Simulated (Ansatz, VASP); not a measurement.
This is a calculation of FeO for VASP 6.6.1.

The input INCAR:

```
PREC = Accurate ; ENCUT = 520
EDIFF = 1E-6 ; ISMEAR = -1
SIGMA = 0.05 ; LREAL = F
LASPH = T ; NELM = 150
ALGO = Normal ; ISIF = 2
LWAVE = F ; LCHARG = F
ISPIN = 2 ; MAGMOM = 3 0
LORBIT = 11 ; LMAXMIX = 4
NBANDS = 18
```

KPOINTS

```
Automatic mesh
0
Gamma
  11 11 11
```

Contents of POSCAR:

```
FeO
1.0
    1.5388076799      0.8884310282      2.5527334195
   -1.5388076799      0.8884310282      2.5527334195
    0.0000000000     -1.7768620564      2.5527334195
Fe O
1 1
Direct
    0.0000000000      0.0000000000      0.0000000000
    0.5000000000      0.5000000000      0.5000000000
```

Potentials or basis: VASP PAW LDA potentials, release 64 (Fe, O).

Run with:

```sh
$ cat potpaw_LDA.64/Fe/POTCAR potpaw_LDA.64/O/POTCAR > POTCAR
$ mpirun -np 1 vasp_std > vasp.out
```

Set up the same calculation for Ansatz 0.2.0. Potentials there: all-electron LAPW, scalar-relativistic.

As run (the cutoff follows the program's own potentials):

File input.yaml:

```yaml
crystal:
  lattice:
    - [1.5388076799, 0.8884310282, 2.5527334195]
    - [-1.5388076799, 0.8884310282, 2.5527334195]
    - [0.0, -1.7768620564, 2.5527334195]
  atoms:
    - { symbol: Fe, position: [0.0, 0.0, 0.0], spin: 3.0 }
    - { symbol: O, position: [0.5, 0.5, 0.5] }
kpoints:
  mp_grid: { grid: [11, 11, 11] }
scf:
  occupations: { method: fermi_dirac, width: 0.05 }
hamiltonian:
  xc: lda
  pseudopotentials: { kind: all_electron, lapw: { basis_error: 0.001 } }
magnetization:
  spin_polarized: true
output:
  forces: true
  stress: true
  eigenvalues: true
```

Potentials or basis: all-electron LAPW, scalar-relativistic.

Launch:

```bash
$ ansatz run input.yaml --threads 2 --pin off --max-ram 6144MiB --backend cpu --events-out ev --progress --plain --runs-dir out
```

Both were run:

|  | VASP | Ansatz | Ansatz less VASP |
| --- | --- | --- | --- |
| gap on the k mesh at the Fermi level (eV) | none | none | - |
| pressure (GPa) | -21.8 | -21.9 | -0.10 |
| traceless stress, the component that is largest in VASP (GPa) | -0.81 | -0.78 | +0.030 |
| net moment per atom (μB) | 2.00 | 2.00 | +0.001 |
| size of the moment on the site where the two differ most (μB) | 3.58 | 3.60 | +0.024 |

LDA's correlation is that of Perdew and Zunger in VASP and of Perdew and Wang (1992) in Ansatz. Site moments also hang on the region over which each program counts them. A gap of «none» marks a metal or a gap that the smearing closes. Ansatz ran all-electron here, and VASP with PAW potentials.
